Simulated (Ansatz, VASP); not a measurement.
## Sn in VASP and in Ansatz

The input INCAR:

```
ALGO = Normal ; EDIFF = 1E-7
ENCUT = 520 ; ISIF = 2
ISMEAR = -1 ; LASPH = T
LCHARG = F ; LREAL = F
LWAVE = F ; NBANDS = 13
NELM = 60 ; PREC = Accurate
SIGMA = 0.1
```

File KPOINTS:

```
k-points
0
Gamma
  13 13 13
```

Contents of POSCAR:

```
Sn
1.0
   -1.7749292407      1.7749292407      1.7749292407
    1.7749292407     -1.7749292407      1.7749292407
    1.7749292407      1.7749292407     -1.7749292407
Sn
1
Direct
    0.0000000000      0.0000000000      0.0000000000
```

Input for Ansatz:

```yaml
crystal:
  lattice:
    - [-1.7749292407, 1.7749292407, 1.7749292407]
    - [1.7749292407, -1.7749292407, 1.7749292407]
    - [1.7749292407, 1.7749292407, -1.7749292407]
  atoms:
    - { symbol: Sn, position: [0.0, 0.0, 0.0] }
hamiltonian:
  xc: lda
  pseudopotentials:
    kind: paw
    azcp:
      Sn: "pseudopotentials/Sn.paw.azcp"
basis:
  ecutwfc: 420
  fft_grid_basis: typed
kpoints:
  mp_grid: { grid: [13, 13, 13], shift: [0, 0, 0] }
magnetization:
  spin_polarized: false
scf:
  occupations: { method: fermi_dirac, width: 0.1 }
  lower_state_search: "off"
output:
  stress: true
  write_density: true
  write_potential: true
  elf: true
  volumetric_format: npy
```

Alike in both runs: task single point; functional LDA; k mesh 13 × 13 × 13; occupations fermi-dirac, width 0.1 eV; no spin polarisation.

|  | VASP | Ansatz |
| --- | --- | --- |
| version | VASP 6.6.1 | Ansatz 0.2.0 |
| potentials or method | VASP PAW LDA potentials, release 64 (Sn_d), cutoff 520 eV | plane waves (420 eV) with PAW, scalar-relativistic |
| valence electrons in the cell | 14 | 14 |

VASP gave:

| Item | Value |
| --- | --- |
| pressure (GPa) | 10.7 |

Q: Which values does Ansatz return?

A: Pressure (GPa): 10.6.

Ansatz warns that its potentials were made for another functional, while VASP's fit it. LDA's correlation is that of Perdew and Zunger in VASP and of Perdew and Wang (1992) in Ansatz.
